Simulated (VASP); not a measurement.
Here is a VASP 6.6.1 calculation.

File INCAR:

```
SYSTEM = InO
PREC = Accurate
ENCUT = 520
EDIFF = 1E-6
ISMEAR = 0
SIGMA = 0.03
LREAL = .False.
LASPH = .True.
NELM = 100
ALGO = Normal
ISIF = 2
LWAVE = .False.
LCHARG = .True.
GGA = PE
LELF = .True.
LVHAR = .True.
NBANDS = 27
```

KPOINTS

```
Automatic mesh
0
Gamma
  12 12 4
  0 0 0
```

The input POSCAR:

```
InO
1.0
    3.3456169015      0.0000000000      0.0000000000
   -1.6728084508      2.8973892280      0.0000000000
    0.0000000000      0.0000000000     16.9186732734
In O
2 2
Direct
    0.6666666667      0.3333333333      0.5900210000
    0.6666666667      0.3333333333      0.4099790000
    0.0000000000      0.0000000000      0.6398670000
    0.0000000000      0.0000000000      0.3601330000
```

Potentials or basis: VASP PAW PBE potentials, release 64 (In_d, O).

Run with:

```console
$ cat potpaw_PBE.64/In_d/POTCAR potpaw_PBE.64/O/POTCAR > POTCAR
$ mpirun -np 1 vasp_std > vasp.out
```

Predict the largest force.

0.810 eV/Å.

Estimate the band gap on the k mesh.

0.03 eV, indirect (least direct gap 1.22 eV).

Forces on the atoms (eV/Å):
```
In   0.000  0.000 -0.810
In   0.000  0.000  0.810
O    0.000  0.000  0.148
O    0.000  0.000 -0.148
```

Caveat: spin-orbit coupling is left out, which moves the levels of the heavy elements.
